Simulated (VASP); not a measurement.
# Ga12O19 (a cell with a defect) in VASP: notebook

The runs below take Ga12O19 (a cell with a defect) through single point, with PBE.

Everything below comes from runs of VASP 6.6.1. Logs are shortened: lines on timing, memory, paths and dates and some standing lists are left out, and cuts for length are marked.

## Step 1: The cell of the first run

The cell holds a defect, 31 atoms: a = 9.250 Å, b = 5.877 Å, c = 6.416 Å, α = 103.29°, β = 103.90°, γ = 90.00°.

## Step 2: Single point, PBE

The input, INCAR:

```
SYSTEM = Ga12O19
PREC     = Accurate       ! precision mode
ENCUT    = 520            ! plane-wave cutoff, eV
EDIFF    = 1E-6           ! SCF threshold, eV
ISMEAR   = -1             ! smearing method
SIGMA    = 0.01           ! smearing width, eV
LREAL    = Auto         
LASPH    = .True.         ! aspherical terms in the spheres
NELM     = 80             ! most SCF steps
ALGO     = Normal         ! electronic algorithm
ISIF     = 2              ! what is computed and relaxed
LWAVE    = .False.        ! write WAVECAR
LCHARG   = .True.         ! write CHGCAR
GGA      = PE             ! functional
LELF     = .True.         ! ELF
LVHAR    = .True.       
NBANDS   = 156            ! bands
NELECT   = 272.0
```

The input, KPOINTS:

```
Automatic mesh
0
Gamma
  1 1 1
  0.25 0.25 0.25
```

The input, POSCAR:

```
Ga12O19
1.0
    0.0000000000      9.2496621800      0.0000000000
   -1.3977182400      0.0000000000      5.7085775500
    6.2279771500     -1.5416103600      0.0067278600
Ga O
12 19
Direct
    0.1137302031      0.6807250292      0.6763650765
    0.2247308832      0.3454790331      0.3023333671
    0.3033641156      0.2133134600      0.8014373876
    0.0200651448      0.7906099983      0.1731405009
    0.4499721403      0.6954874128      0.6940844535
    0.5443536599      0.3404560141      0.3138711279
    0.6386201767      0.2194637675      0.8337206576
    0.3625761882      0.8153790952      0.1759082431
    0.7738420743      0.6848036963      0.6772680362
    0.8925137431      0.2226447008      0.3310354497
    0.9721712965      0.1988935009      0.8359600744
    0.7080416383      0.7984404273      0.1929458037
    0.1718257825      0.7296808540      0.0055510390
    0.1707466121      0.2697599562      0.9750427289
    0.2800146867      0.4492509566      0.6499707008
    0.0770450309      0.5714731943      0.3514780143
    0.0822390262      0.1178675504      0.2801677803
    0.2803236677      0.8976400009      0.6750192172
    0.5044397002      0.7533541565      0.0128742907
    0.4915400886      0.2752648917      0.9853313444
    0.5974813654      0.4382525827      0.6569576113
    0.3922251066      0.5871174455      0.3488449304
    0.3856336293      0.1274122051      0.3232338258
    0.6102439525      0.9058891988      0.6819562272
    0.8226424016      0.6843954175     -0.0209755925
    0.8327706670      0.2385703489      1.0059367751
    0.9425933487      0.4026167542      0.6380162543
    0.7028038701      0.5783379084      0.3624518420
    0.6864043486      0.1251989610      0.2999420659
    0.9573375715      0.8760189388      0.7483975415
    0.8995139827      0.9102034979      0.3706042868
```

Potentials or basis: VASP PAW PBE potentials, release 64 (Ga_d, O).

On the command line:

```console
> cat potpaw_PBE.64/Ga_d/POTCAR potpaw_PBE.64/O/POTCAR > POTCAR
> mpirun -np 1 vasp_std > vasp.out
```

OUTCAR:

```text
SYSTEM = Ga12O19
   PREC = Accurate
   ENCUT = 520
   EDIFF = 1E-6
   ISMEAR = -1
   LREAL = Auto
   LASPH = .True.
   NELM = 80
   ISIF = 2
   GGA = PE
   NELECT = 272.0

 ion  position               nearest neighbor table
   1  0.114  0.681  0.676-  30 1.92  16 1.98  13 2.00  18 2.00  15 2.07  27 2.21
   2  0.225  0.345  0.302-  17 1.84  16 1.93  23 1.96  14 1.98  22 2.02  15 2.11
   3  0.303  0.213  0.801-  14 1.83  20 1.84  18 1.84  15 1.85
   4  0.020  0.791  0.173-  31 1.90  16 1.91  17 1.92  13 1.95  25 1.96  10 2.87  12 2.92
   5  0.450  0.695  0.694-  19 1.93  24 1.96  18 1.97  21 2.05  15 2.06  22 2.09
   6  0.544  0.340  0.314-  29 1.83  28 1.94  23 1.95  20 1.99  22 2.03  21 2.08
   7  0.639  0.219  0.834-  20 1.84  26 1.86  24 1.86  21 1.88
   8  0.363  0.815  0.176-  13 1.84  23 1.85  19 1.85  22 1.91
   9  0.774  0.685  0.677-  25 1.88  28 1.92  30 1.93  24 2.00  21 2.14  27 2.29
  10  0.893  0.223  0.331-  31 1.91  17 1.94  29 1.94  27 1.95  26 2.05  12 2.86   4 2.87
  11  0.972  0.199  0.836-  14 1.84  30 1.85  26 1.86  27 1.91
  12  0.708  0.798  0.193-  28 1.88  31 1.88  29 1.91  25 1.93  19 1.94  10 2.86   4 2.92
  13  0.172  0.730  0.006-   8 1.84   4 1.95   1 2.00
  14  0.171  0.270  0.975-   3 1.83  11 1.84   2 1.98
  15  0.280  0.449  0.650-   3 1.85   5 2.06   1 2.07   2 2.11
  16  0.077  0.571  0.351-   4 1.91   2 1.93   1 1.98
  17  0.082  0.118  0.280-   2 1.84   4 1.92  10 1.94
  18  0.280  0.898  0.675-   3 1.84   5 1.97   1 2.00
  19  0.504  0.753  0.013-   8 1.85   5 1.93  12 1.94
  20  0.492  0.275  0.985-   3 1.84   7 1.84   6 1.99
  21  0.597  0.438  0.657-   7 1.88   5 2.05   6 2.08   9 2.14
  22  0.392  0.587  0.349-   8 1.91   2 2.02   6 2.03   5 2.09
  23  0.386  0.127  0.323-   8 1.85   6 1.95   2 1.96
  24  0.610  0.906  0.682-   7 1.86   5 1.96   9 2.00
  25  0.823  0.684  0.979-   9 1.88  12 1.93   4 1.96
  26  0.833  0.239  0.006-   7 1.86  11 1.86  10 2.05
  27  0.943  0.403  0.638-  11 1.91  10 1.95   1 2.21   9 2.29
  28  0.703  0.578  0.362-  12 1.88   9 1.92   6 1.94
  29  0.686  0.125  0.300-   6 1.83  12 1.91  10 1.94
  30  0.957  0.876  0.748-  11 1.85   1 1.92   9 1.93
  31  0.900  0.910  0.371-  12 1.88   4 1.90  10 1.91

  LATTYP: Found a triclinic cell.
 ALAT       =     5.8771994966
 B/A-ratio  =     1.6412011407
 C/A-ratio  =     2.7541529852
 COS(alpha) =     0.0064926560
 COS(beta)  =     0.5439765005
 COS(gamma) =     0.7621873503

  Lattice vectors:

 A1 = (   1.3977182400,   0.0000000000,  -5.7085775500)
 A2 = (   7.6256953900,  -1.5416103600,  -5.7018496900)
 A3 = (  -9.6605178200,  -6.1664414600, -11.4306108200)

Analysis of symmetry for initial positions (statically):
=====================================================================
 Subroutine PRICEL returns:
 Original cell was already a primitive cell.

 Routine SETGRP: Setting up the symmetry group for a
 triclinic supercell.

 Subroutine GETGRP returns: Found  1 space group operations
 (whereof  1 operations were pure point group operations)
 out of a pool of  2 trial point group operations.

The static configuration has the point symmetry C_1 .

Analysis of symmetry for dynamics (positions and initial velocities):
=====================================================================
 Subroutine PRICEL returns:
 Original cell was already a primitive cell.

 Routine SETGRP: Setting up the symmetry group for a
 triclinic supercell.

 Subroutine GETGRP returns: Found  1 space group operations
 (whereof  1 operations were pure point group operations)
 out of a pool of  2 trial point group operations.

The dynamic configuration has the point symmetry C_1 .

 Subroutine INISYM returns: Found  1 space group operations
 (whereof  1 operations are pure point group operations),
 and found     1 'primitive' translations

----------------------------------------------------------------------------------------

                                     Primitive cell

  volume of cell :     328.9392

  direct lattice vectors                    reciprocal lattice vectors
     0.000000000  9.249662180  0.000000000     0.026753887  0.108112056  0.006550563
    -1.397718240  0.000000000  5.708577550    -0.000189185  0.000000000  0.175128666
     6.227977150 -1.541610360  0.006727860     0.160523321  0.000000000  0.039303377

  length of vectors
     9.249662180  5.877199497  6.415941641     0.111565663  0.175128768  0.165264914

  position of ions in fractional coordinates (direct lattice)
     0.113730203  0.680725029  0.676365076
     0.224730883  0.345479033  0.302333367
     0.303364116  0.213313460  0.801437388
     0.020065145  0.790609998  0.173140501
     0.449972140  0.695487413  0.694084453
     0.544353660  0.340456014  0.313871128
[... 23 lines left out ...]
     0.957337571  0.876018939  0.748397541
     0.899513983  0.910203498  0.370604287

  ion indices of the primitive-cell ions
   primitive index   ion index
                 1           1
                 2           2
                 3           3
                 4           4
                 5           5
                 6           6
[... 23 lines left out ...]
                30          30
                31          31

----------------------------------------------------------------------------------------

 KPOINTS: Automatic mesh

Automatic generation of k-mesh.
 Grid dimensions read from file:
 generate k-points for:    1    1    1

 Generating k-lattice:

  Cartesian coordinates                     Fractional coordinates (reciprocal lattice)
     0.026753887  0.108112056  0.006550563     1.000000000  0.000000000  0.000000000
    -0.000189185  0.000000000  0.175128666     0.000000000  1.000000000  0.000000000
     0.160523321  0.000000000  0.039303377     0.000000000 -0.000000000  1.000000000

  Length of vectors
     0.111565663  0.175128768  0.165264914

  Shift w.r.t. Gamma in fractional coordinates (k-lattice)
     0.250000000  0.250000000  0.250000000

 Subroutine IBZKPT returns following result:
 ===========================================

 Found      1 irreducible k-points:

 Following reciprocal coordinates:
            Coordinates               Weight
  0.250000  0.250000  0.250000      2.000000
   k-points           NKPTS =      1   k-points in BZ     NKDIM =      1   number of bands    NBANDS=    156
   number of dos      NEDOS =    301   number of ions     NIONS =     31
   total plane-waves  NPLWV = 161280
   dimension x,y,z NGX =    70 NGY =   48 NGZ =   48
   dimension x,y,z NGXF=   140 NGYF=   96 NGZF=   96
   ions per type =              12  19
   NGX,Y,Z   is equivalent  to a cutoff of  12.58, 13.58, 12.44 a.u.
   NGXF,Y,Z  is equivalent  to a cutoff of  25.16, 27.16, 24.87 a.u.
 SYSTEM =  Ga12O19
   PREC   = accura    normal or accurate (medium, high low for compatibility)
   ISTART =      0    job   : 0-new  1-cont  2-samecut
   ICHARG =      2    charge: 1-file 2-atom 10-const
   ISPIN  =      1    spin polarized calculation?
   LNONCOLLINEAR =      F non collinear calculations
   LSORBIT =      F    spin-orbit coupling
   LASPH  =      T    aspherical Exc in radial PAW
   ENCUT  =  520.0 eV  38.22 Ry    6.18 a.u.  17.20 10.93 11.93*2*pi/ulx,y,z
   NELM   =     80;   NELMIN=  2; NELMDL= -5     # of ELM steps
   EDIFF  = 0.1E-05   stopping-criterion for ELM
   LREAL  =      T    real-space projection
   EDIFFG = 0.1E-04   stopping-criterion for IOM
   NSW    =      0    number of steps for IOM
   IBRION =     -1    ionic relax: 0-MD 1-quasi-New 2-CG
   NFREE  =      0    steps in history (QN), initial steepest desc. (CG)
   ISIF   =      2    stress and relaxation
   ISYM   =      2    0-nonsym 1-usesym 2-fastsym
   POTIM  = 0.5000    time-step for ionic-motion
   TEBEG  =    0.0;   TEEND  =   0.0 temperature during run
   PSTRESS=    0.0 pullay stress
   NELECT =     272.0000    total number of electrons
   NUPDOWN=      -1.0000    fix difference up-down
   EMIN   =  10.00;   EMAX   =-10.00  energy-range for DOS
   EFERMI =   0.00;   METHOD = LEGACY
   ISMEAR =    -1;   SIGMA  =   0.01  broadening in eV -4-tet -1-fermi 0-gaus
   EFERMI_NEDOS =   21; number of points for ismear=-14 and -15
   IALGO  =     38    algorithm
   IMIX   =      4    mixing-type and parameters
     AMIX     =   0.40;   BMIX     =  1.00
     AMIX_MAG =   1.60;   BMIX_MAG =  1.00
  volume/ion in A,a.u.               =      10.61        71.61
  Fermi-wavevector in a.u.,A,eV,Ry     =   1.536594  2.903742 32.125021  2.361122
  Thomas-Fermi vector in A             =   2.643221
   LORBIT       =      0    0 simple, 1 ext, 2 COOP (PROOUT), +10 PAW based schemes
   GGA     = PE    functional components
   LHFCALC =     F    Hartree Fock is set to
   AEXX    =    0.0000 exact exchange contribution
   IVDW    =     0    specifies the selected vdW correction
   LEPSILON=     F    determine dielectric tensor
   LRPA    =     F    only Hartree local field effects (RPA)
 non-spin polarized calculation
  energy-cutoff  :      520.00
  volume of cell :      328.94
 maximum number of plane-waves:      8866
 NGX is ok and might be reduce to    70
   NGX = 35   NGY = 21   NGZ = 23

 number of electron     272.0000051 magnetization

 Free energy of the ion-electron system (eV)
  ---------------------------------------------------
  ext. energy  EPLUGINS =         0.00000000
  ---------------------------------------------------
  free energy    TOTEN  =      -171.16797067 eV

  energy without entropy =     -171.16797067  energy(sigma->0) =     -171.16797067

 E-fermi :   4.8582     XC(G=0): -11.5802

 val. band max:        4.5563287068   @ k =   0.2500   0.2500   0.2500
 cond. band min:       7.8642963091   @ k =   0.2500   0.2500   0.2500
 fundamental gap:      3.3079676023
 Fermi energy:         4.8582200040

 k-point     1 :       0.2500    0.2500    0.2500
  band No.  band energies     occupation
      1     -14.9253      2.00000
      2     -14.6165      2.00000
      3     -14.5065      2.00000
      4     -14.1587      2.00000
      5     -14.1023      2.00000
      6     -14.0515      2.00000
[... 140 lines left out ...]
    147      11.1203      0.00000
    148      11.4067      0.00000
 [bands above 148 left out]

------------------------ aborting loop because EDIFF is reached ----------------------------------------

  FORCE on cell =-STRESS in cart. coord.  units (eV):
  Direction    XX          YY          ZZ          XY          YZ          ZX
  --------------------------------------------------------------------------------------
  -------------------------------------------------------------------------------------
  Total       33.7315602     40.3437296     38.0031863      0.2731298      0.1793140     -2.8435670
  in kB      164.2976566    196.5038141    185.1036367      1.3303441      0.8733920    -13.8502755
  external PRESSURE =     181.9683691 kB  Pullay stress =       0.0000000 kB

 VOLUME and BASIS-vectors are now :
 -----------------------------------------------------------------------------
  energy-cutoff  :      520.00
  volume of cell :      328.94
      direct lattice vectors                 reciprocal lattice vectors
     0.000000000  9.249662180  0.000000000     0.026753887  0.108112056  0.006550563
    -1.397718240  0.000000000  5.708577550    -0.000189185  0.000000000  0.175128666
     6.227977150 -1.541610360  0.006727860     0.160523321  0.000000000  0.039303377

 POSITION                                       TOTAL-FORCE (eV/Angst)
 -----------------------------------------------------------------------------------
      3.26092      0.00927      3.89052        -0.008086     -0.023534     -0.004165
      1.40004      1.61260      1.97423        -0.008300     -0.006271     -0.004340
      4.69318      1.57051      1.22311        -0.002466     -0.002023      0.004633
     -0.02673     -0.08132      4.51442        -0.002652      0.028594     -0.011296
      3.35065      3.09208      3.97491        -0.006615      0.003882      0.002400
      1.47892      4.55122      1.94563        -0.015452      0.012270     -0.001846
[... 23 lines left out ...]
      3.43658      7.70131      5.00586         0.018105      0.005682      0.020874
      1.03591      7.74887      5.19846         0.059559      0.001829     -0.018736
 -----------------------------------------------------------------------------------
    total drift:                                0.006894      0.001026      0.001395

  FREE ENERGIE OF THE ION-ELECTRON SYSTEM (eV)
  ---------------------------------------------------
  free  energy   TOTEN  =      -171.1679706663 eV

  energy  without entropy=     -171.1679706663  energy(sigma->0) =     -171.16797067
```

Run time: 1.8 min. Hardware: 1 thread of Intel Xeon 6975P-C (Granite Rapids), shared host; peak memory 0.37 GiB.

What came out:

```
Free energy   : -171.1680 eV
Largest force : 0.069 eV/Å
```

Forces in eV/Å, atoms in the order of the input:
```
Ga  -0.008 -0.024 -0.004
Ga  -0.008 -0.006 -0.004
Ga  -0.002 -0.002  0.005
Ga  -0.003  0.029 -0.011
Ga  -0.007  0.004  0.002
Ga  -0.015  0.012 -0.002
Ga  -0.003  0.011  0.011
Ga   0.008 -0.002  0.007
Ga  -0.014  0.029 -0.018
Ga  -0.014 -0.004  0.067
Ga  -0.005 -0.001 -0.011
Ga   0.001 -0.024 -0.020
O   -0.004 -0.001 -0.014
O   -0.002  0.020  0.009
O    0.003  0.001 -0.004
O   -0.010 -0.020 -0.011
O   -0.002  0.024 -0.002
O   -0.020 -0.003  0.005
O   -0.001 -0.002 -0.002
O    0.016 -0.013  0.008
O    0.010 -0.002 -0.004
O   -0.010  0.000  0.011
O    0.026  0.004 -0.022
O   -0.021 -0.001  0.003
O   -0.010 -0.010 -0.026
O    0.021 -0.008  0.009
O    0.009 -0.009  0.035
O   -0.012  0.009 -0.013
O    0.001 -0.018 -0.004
O    0.018  0.006  0.021
O    0.060  0.002 -0.019
```

Caveat: the k points lie up to 1.10 Å⁻¹ apart, too coarse for converged energies, forces and pressures; the cell carries a net charge on a neutralising background, which shifts energy and pressure; the cell is charged against a uniform background, so pressure and absolute levels hang on convention.

## Step 3: Single point, PBE

The input, INCAR:

```
SYSTEM = Ga12O19
ALGO     = Normal         ! electronic algorithm
EDIFF    = 1E-6           ! SCF threshold, eV
ENCUT    = 520            ! plane-wave cutoff, eV
GGA      = PE             ! functional
ISIF     = 2              ! what is computed and relaxed
ISMEAR   = -1             ! smearing method
LASPH    = .True.         ! aspherical terms in the spheres
LCHARG   = .True.         ! write CHGCAR
LELF     = .True.         ! ELF
LREAL    = Auto         
LVHAR    = .True.       
LWAVE    = .False.        ! write WAVECAR
NBANDS   = 156            ! bands
NELECT   = 272.0        
NELM     = 100            ! most SCF steps
PREC     = Accurate       ! precision mode
SIGMA    = 0.01           ! smearing width, eV
```

KPOINTS is that of step 2.

The input, POSCAR:

```
Ga12O19
1.0
    0.0000000000      9.2496621800      0.0000000000
   -1.3977182400      0.0000000000      5.7085775500
    6.2279771500     -1.5416103600      0.0067278600
Ga O
12 19
Direct
    0.1076863229      0.7783225210      0.6680052779
    0.2260165798      0.3170503692      0.3214713851
    0.2919743819      0.2029234604      0.8057601789
    0.0278039889      0.8027432834      0.1630856079
    0.4557147038      0.6608111920      0.6851058058
    0.5500040917      0.3059300668      0.3047893659
    0.6374633530      0.1860385237      0.8230086247
    0.3613515830      0.7821212584      0.1652763960
    0.7753289373      0.6557896469      0.6966445202
    0.8861305926      0.3206268568      0.3223163466
    0.9799321812      0.2105915897      0.8253705737
    0.6965884087      0.7880535419      0.1974080257
    0.1672556569      0.7628103873     -0.0068400749
    0.1773748574      0.3166660542      1.0195703803
    0.2971048274      0.4231218077      0.6363693508
    0.0577074228      0.5988280304      0.3608427000
    0.0425468685      0.1255128120      0.2502979010
    0.3136993144      0.8761492011      0.6991823320
    0.5084202705      0.7261403885      0.0136243699
    0.4956265183      0.2480725354      0.9860078442
    0.6078174551      0.4143992724      0.6501587494
    0.4025307706      0.5632259297      0.3419010397
    0.3896800226      0.0957358971      0.3169784386
    0.6144198263      0.8740590154      0.6757306375
    0.8292428436      0.7316488865      0.0239840500
    0.8282055257      0.2717422147      0.9931093293
    0.9230404341      0.4297968175      0.6472493569
    0.7200753960      0.5521243828      0.3489259598
    0.7196449308      0.1037813473      0.3239602811
    0.9179757891      0.8832740850      0.7190202639
    1.1005210862      1.0907288964      0.6281695329
```

Potentials or basis: VASP PAW PBE potentials, release 64 (Ga_d, O).

On the command line:

```console
> cat potpaw_PBE.64/Ga_d/POTCAR potpaw_PBE.64/O/POTCAR > POTCAR
> mpirun -np 1 vasp_std > vasp.out
```

Run time: 1.7 min. Hardware: 1 thread of Intel Xeon 6975P-C (Granite Rapids), shared host; peak memory 0.37 GiB.

It converged, with:

| Property | Result |
| --- | --- |
| Free energy | -171.1680 eV |
| Largest force | 0.081 eV/Å |

Forces on the atoms (eV/Å):
```
Ga   0.014 -0.001 -0.054
Ga   0.011 -0.027  0.008
Ga   0.003  0.026  0.011
Ga   0.006  0.006  0.004
Ga   0.011 -0.017  0.013
Ga   0.002 -0.008 -0.003
Ga  -0.007 -0.003 -0.012
Ga   0.005 -0.005 -0.006
Ga   0.006  0.013  0.016
Ga   0.007  0.032  0.003
Ga   0.017 -0.027  0.007
Ga   0.009 -0.002  0.005
O   -0.023  0.004 -0.011
O    0.011  0.004  0.035
O    0.015 -0.010  0.014
O   -0.010  0.001 -0.040
O   -0.007 -0.003 -0.010
O    0.001  0.027  0.000
O   -0.013  0.016 -0.009
O    0.000 -0.006  0.003
O    0.005 -0.001 -0.011
O   -0.003  0.004  0.001
O    0.021  0.001 -0.005
O   -0.025  0.001  0.008
O   -0.004 -0.013 -0.010
O    0.009  0.003  0.014
O    0.008  0.018  0.014
O   -0.007 -0.003  0.007
O    0.015  0.003 -0.008
O    0.000 -0.035 -0.005
O   -0.078  0.003  0.023
```

Levels at points of the mesh, in eV from the Fermi level:
```csv
k point,band 133,band 134,band 135,band 136,band 137,band 138,band 139,band 140
"(0.25, 0.25, 0.25)",-1.18,-0.81,-0.59,-0.30,3.01,3.70,4.36,4.59
```

Caveat: the k points lie up to 1.10 Å⁻¹ apart, too coarse for converged energies, forces and pressures; the cell carries a net charge on a neutralising background, which shifts energy and pressure; the cell is charged against a uniform background, so pressure and absolute levels hang on convention.

(Part 1 of 3 ends here.)
